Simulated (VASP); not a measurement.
Runs of VASP 6.6.1 on Ge. The structure is that of space group Pm-3m (No. 221), or close to it. The cells are those of the table. 

```tsv
task	level	cell	smearing	k mesh for the DOS	occupations for the DOS	gap on the mesh (eV)	pressure (GPa)
single point	PBE	a = 2.636 Å, 1 atom	fermi-dirac 0.08 eV	-	-	none	6.8
single point	PBE	a = 2.473 Å, 1 atom	fermi-dirac 0.08 eV	-	-	none	(a)
single point	PBE	a = 2.077 Å, 1 atom	fermi-dirac 0.08 eV	-	-	none	340.0
single point	PBE+D3(BJ)	a = 2.636 Å, 1 atom	tetrahedron	-	-	none	3.4
single point	PBE	a = 2.557 Å, 1 atom	fermi-dirac 0.08 eV	-	-	none	17.4
single point	PBE	a = 2.383 Å, 1 atom	fermi-dirac 0.08 eV	-	-	none	(b)
single point	PBE	a = 2.286 Å, 1 atom	fermi-dirac 0.08 eV	-	-	none	113.8
```

Alike in all rows: potentials or basis VASP PAW PBE potentials, release 64 (Ge_d); no spin polarisation; k mesh 15 × 15 × 15; cutoff (eV) 520.

Question: Fill in the values left out.

Answer: (a) 35.1; (b) 64.2.

Caveats: three body term missing (some runs); pairwise dispersion overbinds metals, which lowers pressure and volume (some runs); tetrahedron occupations give inexact forces and stress in metals (some runs).

A k mesh can miss the band edges, and the runs leave out spin-orbit coupling on Ge.

A gap of «none» marks levels without a gap at the run's occupations.
